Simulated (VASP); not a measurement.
Set up this calculation in VASP 6.6.1, as the native input.

```
Task                   : relaxation of cell and atoms
Functional             : PBEsol
Potentials or basis    : VASP PAW PBE potentials, release 64 (Zr_sv, S)
Cutoff                 : 600 eV
k mesh                 : 16 × 16 × 16
Occupations            : gaussian, width 0.1 eV
Spin                   : no spin polarisation
Target pressure        : 60 GPa
Dipole correction      : no
Further INCAR settings : ALGO = Normal; EDIFF = 1e-07; IBRION = 2; EDIFFG = -0.008; NSW = 70; ISIF = 3
```

The structure of ZrS lies in POSCAR:

```
ZrS
1.0
    0.0000000000      2.3950550182      2.3950550182
    2.3950550182      0.0000000000      2.3950550182
    2.3950550182      2.3950550182      0.0000000000
Zr S
1 1
Direct
    0.0000000000      0.0000000000      0.0000000000
    0.5000000000      0.5000000000      0.5000000000
```

The input as run:

INCAR

```
  PREC = Accurate
  ENCUT = 600
  EDIFF = 1E-7
  ISMEAR = 0
  SIGMA = 0.1
  LREAL = False
  LASPH = True
  NELM = 100
  ALGO = Normal
  ISIF = 3
  LWAVE = False
  LCHARG = False
  GGA = PS
  IBRION = 2
  NSW = 70
  EDIFFG = -0.008
  PSTRESS = 600.0
```

KPOINTS

```
Automatic mesh
0
Gamma
  16 16 16
```

Potentials or basis: VASP PAW PBE potentials, release 64 (Zr_sv, S).

Command:

```console
$ cat potpaw_PBE.64/Zr_sv/POTCAR potpaw_PBE.64/S/POTCAR > POTCAR
$ mpirun -np 1 vasp_std > vasp.out
```

It gave:

| Item | Value |
| --- | --- |
| Relaxed volume | 13.57 Å³/atom |
| Relaxed cell | a = 3.373 Å, b = 3.373 Å, c = 3.373 Å, α = 60.00°, β = 60.00°, γ = 60.00° |
| Space group after relaxing (to 0.1 Å) | Fm-3m (No. 225) |
| Energy change on relaxing (the run minimises the enthalpy) | +60.5 meV/atom |
| Ionic steps | 3 |
| Pressure after relaxing | 59.9 GPa |

Caveat: the cell is relaxed towards a set pressure, so the run minimises the enthalpy, not the energy; the highest band is partly filled, so the run has too few bands; the PAW data sets were made with another functional, which shifts forces and pressure a little.

Run time: 3.7 min on 1 thread of Intel Xeon 8259CL (shared host), peak memory 0.22 GiB.
